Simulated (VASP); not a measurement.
Wanted: the native input for a VASP 6.6.1 run.

* Task: electric field gradients
* Functional: PBE
* Potentials or basis: VASP PAW PBE potentials, release 64 (Hf_pv)
* Cutoff: 520 eV
* k mesh: 16 × 16 × 16
* Occupations: fermi-dirac, width 0.08 eV
* Spin: no spin polarisation
* Dipole correction: no
* Further INCAR settings: ALGO = Normal; EDIFF = 1e-08; NBANDS = 11

The structure of Hf lies in POSCAR:

```
Hf
1.0
   -1.7914625000      1.7914625000      1.8050000000
    1.7914625000     -1.7914625000      1.8050000000
    1.8185375000      1.8185375000     -1.8050000000
Hf
1
Direct
    0.0000000000      0.0000000000      0.0000000000
```

This cell differs from its parent crystal: xy shear strain of +1.5 %.

These files were run (other wordings do the same):

INCAR

```
PREC = Accurate ; ENCUT = 520
EDIFF = 1E-8 ; ISMEAR = -1
SIGMA = 0.08 ; LREAL = False
LASPH = True ; NELM = 100
ALGO = Normal ; ISIF = 2
LWAVE = False ; LCHARG = False
GGA = PE ; LEFG = True
NBANDS = 11
```

KPOINTS

```
Automatic mesh
0
Gamma
  16 16 16
```

Potentials or basis: VASP PAW PBE potentials, release 64 (Hf_pv).

Run with:

```console
$ cat potpaw_PBE.64/Hf_pv/POTCAR > POTCAR
$ mpirun -np 1 vasp_std > vasp.out
```

It gave:

```json
{
  "Pressure": "-5.1 GPa",
  "Band gap on the k mesh": "zero (band 5 reaches 5.70 eV, above the bottom of band 6 at 3.53 eV)"
}
```

Caveat: the cell differs from its parent crystal (xy shear strain of +1.5 %); without QUAD_EFG the Cq values of the log hold for a quadrupole moment of 1 mb, not for the nuclei; spin-orbit coupling is left out, which moves the levels of the heavy elements.

It took 80 s on 1 thread of AMD EPYC 9R14 (Zen 4) (shared host), peak memory 0.24 GiB.
